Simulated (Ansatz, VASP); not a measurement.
## BAs in VASP and in Ansatz

POSCAR

```
BAs
1.0
    0.0000000000      2.3052873222      2.3052873222
    2.3052873222      0.0000000000      2.3052873222
    2.3052873222      2.3052873222      0.0000000000
B As
1 1
Direct
    0.0000000000      0.0000000000      0.0000000000
    0.5000000000      0.5000000000      0.5000000000
```

INCAR.step1

```
SYSTEM = BAs
  ALGO = Normal
  EDIFF = 1E-5
  ENCUT = 520
  GGA = PE
  ISIF = 2
  ISMEAR = -1
  LASPH = .True.
  LCHARG = .False.
  LREAL = .False.
  LWAVE = .True.
  NBANDS = 11
  NELM = 100
  PREC = Accurate
  SIGMA = 0.02
```

The input INCAR.step2:

```
SYSTEM = BAs
  ALGO = Normal
  EDIFF = 1E-6
  ENCUT = 520
  GGA = PE
  HFSCREEN = 0.2079
  ISIF = 2
  ISMEAR = -1
  ISTART = 1
  LASPH = .True.
  LCHARG = .False.
  LHFCALC = .True.
  LREAL = .False.
  LWAVE = .False.
  NBANDS = 11
  NELM = 100
  PREC = Accurate
  PRECFOCK = Normal
  SIGMA = 0.02
```

Contents of KPOINTS:

```
k-points
0
Gamma
  6 6 6
  0 0 0
```

Input for Ansatz:

```yaml
crystal:
  lattice:
    - [0.0, 2.3052873222, 2.3052873222]
    - [2.3052873222, 0.0, 2.3052873222]
    - [2.3052873222, 2.3052873222, 0.0]
  atoms:
    - { symbol: B, position: [0.0, 0.0, 0.0] }
    - { symbol: As, position: [0.5, 0.5, 0.5] }
kpoints:
  mp_grid: { grid: [6, 6, 6] }
hamiltonian:
  xc: hse06
scf:
  occupations: { method: fermi_dirac, width: 0.02 }
  n_extra_bands: 4
output:
  forces: true
  stress: true
  eigenvalues: true
  write_density: true
  write_potential: true
  elf: true
  volumetric_format: npy
```

Alike in both runs: task single point; functional HSE06; k mesh 6 × 6 × 6; occupations fermi-dirac, width 0.02 eV; no spin polarisation.

|  | VASP | Ansatz |
| --- | --- | --- |
| version | VASP 6.6.1 | Ansatz 0.2.0 |
| potentials or method | VASP PAW PBE potentials, release 64 (B, As) | plane waves, PAW |
| plane-wave cutoff (eV) | 520 | 420 |
| valence electrons in the cell | 8 | 18 |

|  | VASP | Ansatz | Ansatz less VASP |
| --- | --- | --- | --- |
| pressure (GPa) | -3.1 | -2.7 | +0.36 |

VASP's potentials hold 8 valence electrons a cell and Ansatz's 18, so a difference there can come from the potentials and not from the codes. Ansatz's warnings: filled band counts differ across k points, stress exchange threshold loose, stress scf threshold loose.

The k mesh is coarse, so the values compare programs but aren't converged.
